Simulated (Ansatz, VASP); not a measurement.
# Two plane-wave programs on TiB

The input INCAR:

```
SYSTEM = TiB
  ALGO = Normal
  EDIFF = 1E-6
  ENCUT = 520
  GGA = PS
  ISIF = 2
  ISMEAR = -1
  LASPH = .True.
  LCHARG = .True.
  LELF = .True.
  LREAL = .False.
  LVHAR = .True.
  LWAVE = .False.
  NBANDS = 14
  NELM = 100
  PREC = Accurate
  SIGMA = 0.15
```

KPOINTS

```
k-points
0
Gamma
  14 14 14
  0 0 0
```

File POSCAR:

```
TiB
1.0
    0.0000000000      2.4730992810      2.4730992810
    2.4730992810      0.0000000000      2.4730992810
    2.4730992810      2.4730992810      0.0000000000
Ti B
1 1
Direct
    0.7500000000      0.7500000000      0.7500000000
    0.0000000000      0.0000000000      0.0000000000
```

Input for Ansatz:

```yaml
crystal:
  lattice:
    - [0.0, 2.473099281, 2.473099281]
    - [2.473099281, 0.0, 2.473099281]
    - [2.473099281, 2.473099281, 0.0]
  atoms:
    - { symbol: Ti, position: [0.75, 0.75, 0.75] }
    - { symbol: B, position: [0.0, 0.0, 0.0] }
basis:
  ecutwfc: 420
kpoints:
  mp_grid: { grid: [14, 14, 14] }
hamiltonian:
  xc: pbesol
scf:
  occupations: { method: fermi_dirac, width: 0.15 }
output:
  forces: true
  stress: true
  eigenvalues: true
```

Alike in both runs: task single point; functional PBEsol; k mesh 14 × 14 × 14; occupations fermi-dirac, width 0.15 eV; no spin polarisation.

|  | VASP | Ansatz |
| --- | --- | --- |
| version | VASP 6.6.1 | Ansatz 0.2.0 |
| potentials or method | VASP PAW PBE potentials, release 64 (Ti_sv, B), cutoff 520 eV | scalar-relativistic, plane waves, PAW |
| valence electrons in the cell | 15 | 15 |

```csv
,VASP,Ansatz,Ansatz less VASP
gap on the k mesh at the Fermi level (eV),none,none,-
pressure (GPa),-2.0,-2.0,-0.01
```

VASP's potentials were made for PBE, not for PBEsol. A gap of «none» marks a metal or a gap that the smearing closes.
